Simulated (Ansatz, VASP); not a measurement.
Given: the input of a run of Ansatz 0.2.0 on WS2.

The input input.yaml:

```yaml
crystal:
  lattice:
    - [3.1185283984, 0.0, 0.0]
    - [-1.5592641992, 2.7007248154, 0.0]
    - [0.0, 0.0, 16.6045506357]
  atoms:
    - { symbol: W, position: [0.0, 0.0, 0.0] }
    - { symbol: S, position: [0.3333333333, 0.6666666667, 0.09200051] }
    - { symbol: S, position: [0.3333333333, 0.6666666667, 0.90799949] }
kpoints:
  mp_grid: { grid: [10, 10, 2] }
scf:
  occupations: { method: fermi_dirac, width: 0.05 }
hamiltonian:
  xc: pbesol
  pseudopotentials: { kind: all_electron, lapw: { basis_error: 0.001 } }
output:
  forces: true
  stress: true
  eigenvalues: true
```

Potentials or basis: all-electron LAPW, scalar-relativistic.

Run with:

```bash
$ ansatz run input.yaml --threads 2 --pin off --max-ram 8192MiB --backend cpu --events-out ev --progress --plain --runs-dir out
```

Question: Set up the same calculation for VASP 6.6.1. Potentials there: VASP PAW PBE potentials, release 64 (W_sv, S).

Answer: As run (the cutoff follows the program's own potentials):

File INCAR:

```
SYSTEM = WS2
ALGO     = Normal         ! electronic algorithm
EDIFF    = 1E-7           ! SCF threshold, eV
ENCUT    = 520            ! plane-wave cutoff, eV
GGA      = PS             ! functional
ISIF     = 2              ! what is computed and relaxed
ISMEAR   = -1             ! smearing method
LASPH    = .True.         ! aspherical terms in the spheres
LCHARG   = .False.        ! write CHGCAR
LREAL    = .False.        ! projectors in reciprocal space
LWAVE    = .False.        ! write WAVECAR
NBANDS   = 20             ! bands
NELM     = 80             ! most SCF steps
PREC     = Accurate       ! precision mode
SIGMA    = 0.05           ! smearing width, eV
```

KPOINTS

```
k-points
0
Gamma
  10 10 2
  0 0 0
```

File POSCAR:

```
WS2
1.0
    3.1185283984      0.0000000000      0.0000000000
   -1.5592641992      2.7007248154      0.0000000000
    0.0000000000      0.0000000000     16.6045506357
W S
1 2
Direct
    0.0000000000      0.0000000000      0.0000000000
    0.3333333333      0.6666666667      0.0920005100
    0.3333333333      0.6666666667      0.9079994900
```

Potentials or basis: VASP PAW PBE potentials, release 64 (W_sv, S).

Launch:

```sh
$ cat potpaw_PBE.64/W_sv/POTCAR potpaw_PBE.64/S/POTCAR > POTCAR
$ mpirun -np 1 vasp_std > vasp.out
```

Both were run:

|  | VASP | Ansatz | Ansatz less VASP |
| --- | --- | --- | --- |
| gap on the k mesh at the Fermi level (eV) | 2.18 | 2.17 | -0.011 |
| least direct gap on the mesh (eV) | 2.34 | 2.33 | -0.005 |
| rms of the force components (eV/Å) | 0.520 | 0.508 | -0.0125 |

VASP's potentials were made for PBE, not for PBEsol. Atom by atom the forces differ by 0.012 eV/Å (rms over components). Ansatz ran all-electron here, and VASP with PAW potentials.

Neither program's run includes spin-orbit coupling.
